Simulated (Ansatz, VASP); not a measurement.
Y in VASP and in Ansatz

INCAR

```
ALGO     = Normal         # electronic algorithm
EDIFF    = 1E-6           # SCF threshold, eV
ENCUT    = 520            # plane-wave cutoff, eV
GGA      = PS             # functional
ISIF     = 2              # what is computed and relaxed
ISMEAR   = 1              # smearing method
LASPH    = True           # aspherical terms in the spheres
LCHARG   = True           # write CHGCAR
LELF     = True           # ELF
LREAL    = False          # projectors in reciprocal space
LVHAR    = True         
LWAVE    = False          # write WAVECAR
NBANDS   = 12             # bands
NELM     = 60             # most SCF steps
PREC     = Accurate       # precision mode
SIGMA    = 0.15           # smearing width, eV
```

Contents of KPOINTS:

```
k-points
0
Gamma
  10 10 10
```

The input POSCAR:

```
Y
1.0
    0.0000000000      2.4168832332      2.4168832332
    2.4168832332      0.0000000000      2.4168832332
    2.4168832332      2.4168832332      0.0000000000
Y
1
Direct
    0.0000000000      0.0000000000      0.0000000000
```

Input for Ansatz:

```yaml
crystal:
  lattice:
    - [0.0, 2.416883233153857, 2.416883233153857]
    - [2.416883233153857, 0.0, 2.416883233153857]
    - [2.416883233153857, 2.416883233153857, 0.0]
  atoms:
    - { symbol: "Y", position: [0.0, 0.0, 0.0] }
basis:
  ecutwfc: 476.19925930478996
kpoints:
  mp_grid:
    grid: [10, 10, 10]
hamiltonian:
  xc: pbesol
scf:
  convergence:
    dr2_threshold: 1.0e-10
  occupations:
    method: cold
    width: 0.15
output:
  stress: true
```

Alike in both runs: task single point; functional PBEsol; k mesh 10 × 10 × 10; no spin polarisation.

|  | VASP | Ansatz |
| --- | --- | --- |
| version | VASP 6.6.1 | Ansatz 0.2.0 |
| potentials or method | VASP PAW PBE potentials, release 64 (Y_sv), cutoff 520 eV | plane waves, PAW |
| occupations | methfessel-paxton of order 1, width 0.15 eV | cold, width 0.15 eV |
| valence electrons in the cell | 11 | 11 |

```tsv
	VASP	Ansatz	Ansatz less VASP
pressure (GPa)	3.9	4.0	+0.13
```

VASP's potentials were made for PBE, not for PBEsol.
